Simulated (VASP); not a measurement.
Here is a VASP 6.6.1 calculation.

Contents of INCAR:

```
PREC = Accurate
ENCUT = 520
EDIFF = 1E-7
ISMEAR = 0
SIGMA = 0.15
LREAL = F
LASPH = T
NELM = 60
ALGO = Normal
ISIF = 2
LWAVE = F
LCHARG = F
GGA = PE
NBANDS = 29
```

File KPOINTS:

```
Automatic mesh
0
Gamma
  14 14 14
```

Contents of POSCAR:

```
TiSi2
1.0
    0.0000000000      4.3653750470      3.8401561693
    2.5376855436      0.0000000000      3.8401561693
    2.5376855436      4.3653750470      0.0000000000
Ti Si
2 4
Direct
    0.7500000000      0.7500000000      0.7500000000
    0.5000000000      0.5000000000      0.5000000000
    0.0868244589      0.4131755411      0.0868244589
    0.4131755411      0.0868244589      0.4131755411
    0.1631755411      0.8368244589      0.1631755411
    0.8368244589      0.1631755411      0.8368244589
```

Potentials or basis: VASP PAW PBE potentials, release 64 (Ti_sv, Si).

Command:

```sh
$ cat potpaw_PBE.64/Ti_sv/POTCAR potpaw_PBE.64/Si/POTCAR > POTCAR
$ mpirun -np 1 vasp_std > vasp.out
```

Q: What does it give for the pressure?

A: 9.9 GPa.

Q: Predict the largest force.

A: 0.117 eV/Å.

Q: Estimate the band gap on the k mesh.

A: Zero (bands 20 and 21 overlap by 1.80 eV).

Stress tensor (GPa, compression positive):
```
 -3.72   0.00   0.00
  0.00 -10.27   0.00
  0.00   0.00  43.82
```

Caveat: the stress differs along the axes, from -10 to 44 GPa.
